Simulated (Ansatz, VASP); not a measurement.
**Two plane-wave programs on NiSb**

INCAR

```
PREC = Accurate ; ENCUT = 520
EDIFF = 1E-7 ; ISMEAR = 1
SIGMA = 0.083 ; LREAL = F
LASPH = T ; NELM = 100
ALGO = Normal ; ISIF = 2
LWAVE = F ; LCHARG = F
GGA = PS ; NBANDS = 23
```

KPOINTS

```
Automatic mesh
0
Gamma
  3 3 2
```

Contents of POSCAR:

```
NiSb
1.0
    3.9399999606      0.0000000000      0.0000000000
   -1.9699999803      3.4121400568      0.0000000000
    0.0000000000      0.0000000000      5.1400000000
Ni Sb
2 2
Direct
    0.0000000000      0.0000000000      0.0000000000
    0.0000000000      0.0000000000      0.5000000000
    0.3333333333      0.6666666667      0.2500000000
    0.6666666667      0.3333333333      0.7500000000
```

Input for Ansatz:

```yaml
crystal:
  lattice:
    - [3.9399999606, 0.0, 0.0]
    - [-1.9699999803, 3.4121400568, 0.0]
    - [0.0, 0.0, 5.14]
  atoms:
    - { symbol: Ni, position: [0.0, 0.0, 0.0] }
    - { symbol: Ni, position: [0.0, 0.0, 0.5] }
    - { symbol: Sb, position: [0.3333333333, 0.6666666667, 0.25] }
    - { symbol: Sb, position: [0.6666666667, 0.3333333333, 0.75] }
basis:
  ecutwfc: 420
kpoints:
  mp_grid: { grid: [3, 3, 2] }
hamiltonian:
  xc: pbesol
scf:
  occupations: { method: cold, width: 0.083 }
output:
  forces: true
  stress: true
  eigenvalues: true
```

Alike in both runs: task single point; functional PBEsol; k mesh 3 × 3 × 2; no spin polarisation.

|  | VASP | Ansatz |
| --- | --- | --- |
| version | VASP 6.6.1 | Ansatz 0.2.0 |
| potentials or method | VASP PAW PBE potentials, release 64 (Ni, Sb), cutoff 520 eV | scalar-relativistic, plane waves, PAW |
| occupations | methfessel-paxton of order 1, width 0.083 eV | cold, width 0.083 eV |
| valence electrons in the cell | 30 | 66 |

VASP gave:

| Property | Result |
| --- | --- |
| gap on the k mesh at the Fermi level (eV) | none |
| pressure (GPa) | -0.7 |
| traceless stress, the component that is largest in VASP (GPa) | 2.28 |

Q: Which values does Ansatz return?

A: gap on the k mesh at the Fermi level (eV): none; pressure (GPa): -0.7; traceless stress, the component that is largest in VASP (GPa): 2.33.

VASP's potentials were made for PBE, not for PBEsol. A gap of «none» marks a metal or a gap that the smearing closes. VASP's potentials hold 30 valence electrons a cell and Ansatz's 66, so a difference there can come from the potentials and not from the codes.

The k mesh is coarse, so the values compare programs but aren't converged. Spin-orbit coupling is off throughout.
